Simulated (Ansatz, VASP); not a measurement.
**One calculation of Hf, two programs**

```
Hf
1.0
     0.00000    2.08910    2.50692
     2.08910    0.00000    2.50692
     2.08910    2.08910    0.00000
Hf
1
Direct
  0.00000 0.00000 0.00000
```

Alike in both runs: task single point; functional r2SCAN; k mesh 20 × 20 × 20; occupations gaussian, width 0.15 eV; no spin polarisation.

```csv
,VASP,Ansatz
version,VASP 6.6.1,Ansatz 0.2.0
potentials or method,"VASP PAW PBE potentials, release 64 (Hf_pv), cutoff 520 eV","scalar-relativistic, plane waves, PAW"
valence electrons in the cell,10,26
```

|  | VASP | Ansatz | Ansatz less VASP |
| --- | --- | --- | --- |
| gap on the k mesh at the Fermi level (eV) | none | none | - |
| pressure (GPa) | 1.5 | 2.0 | +0.48 |
| traceless stress, the component that is largest in VASP (GPa) | -7.37 | -7.26 | +0.111 |

VASP's potentials were made for PBE, not for r2SCAN. A gap of «none» marks a metal or a gap that the smearing closes. With one functional, cell and mesh, what is left measures potentials, basis and numerics. VASP's potentials hold 10 valence electrons a cell and Ansatz's 26, so a difference there can come from the potentials and not from the codes.

Spin-orbit coupling is off throughout.
